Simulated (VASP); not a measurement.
The system is AlGa3N4.

```
CELL_PARAMETERS angstrom
4.46763 0.00000 0.00000
0.00000 4.46763 0.00000
0.00000 0.00000 4.46763
ATOMIC_POSITIONS crystal
Al 0.00778 0.99799 0.97942
Ga 0.50223 0.46528 0.02081
Ga 0.49832 0.04542 0.55053
Ga 0.01021 0.51878 0.50456
N 0.72523 0.78219 0.23115
N 0.80055 0.22804 0.74130
N 0.24247 0.75268 0.74542
N 0.21321 0.20961 0.22681
```

```yaml
Program: VASP 6.6.1
Task: relaxation of cell and atoms
Functional: PBEsol
Potentials_or_basis: VASP PAW PBE potentials, release 64 (Al, Ga_d, N)
Cutoff: 600 eV
k_mesh: 6 × 6 × 6
Occupations: gaussian, width 0.05 eV
Spin: no spin polarisation
```

At the start: pressure 4.1 GPa; volume 11.15 Å³/atom.

Q: Where does the relaxation end?

A: Over 18 steps the energy falls by 270.1 meV/atom and the volume is 11.13 Å³/atom (-0.1 %); space group P1 (No. 1, to 0.1 Å) before, P-43m (No. 215, to 0.1 Å).

Step by step:
| step | energy change (eV) | largest force (eV/Å) | pressure (GPa) | volume (Å³) |
| --- | --- | --- | --- | --- |
| 1 | 0.0000 | 5.4972 | 4.08 | 89.17 |
| 2 | -1.2076 | 2.9172 | -4.58 | 92.80 |
| 3 | -1.5284 | 1.8887 | -4.62 | 91.50 |
| 4 | -1.9248 | 1.5082 | 2.07 | 88.07 |
| 5 | -1.9300 | 1.3303 | 1.22 | 88.41 |
| 6 | -2.0898 | 0.6567 | 0.71 | 88.66 |
| 7 | -2.0947 | 0.6476 | 0.68 | 88.72 |
| 8 | -2.1462 | 0.3689 | -0.77 | 89.38 |
| 9 | -2.1463 | 0.3693 | -0.83 | 89.41 |
| 10 | -2.1589 | 0.1257 | 0.31 | 88.88 |
| 11 | -2.1590 | 0.1197 | 0.21 | 88.92 |
| 12 | -2.1604 | 0.0423 | -0.06 | 89.04 |
| 13 | -2.1604 | 0.0372 | 0.01 | 89.03 |
| 14 | -2.1607 | 0.0338 | -0.06 | 89.05 |
| 15 | -2.1607 | 0.0268 | -0.06 | 89.05 |
| 16 | -2.1608 | 0.0110 | 0.03 | 89.00 |
| 17 | -2.1608 | 0.0111 | 0.09 | 88.99 |
| 18 | -2.1608 | 0.0090 | -0.06 | 89.04 |

Final structure:
```xyz
8
Lattice="4.4654 -0.0002 -0.0003 0.0003 4.4657 -0.0004 0.0000 -0.0001 4.4652" Properties=species:S:1:pos:R:3 pbc="T T T"
Al    0.0000    0.0000    0.0002
Ga    2.2329    2.2328   -0.0001
Ga    2.2330    4.4654    2.2321
Ga    4.4654    2.2327    2.2321
N     3.3716    3.3713    1.0933
N     3.3716    1.0938    3.3706
N     1.0941    3.3716    3.3709
N     1.0941    1.0939    1.0937
```

Caveat: the PAW data sets were made with another functional, which shifts forces and pressure a little.
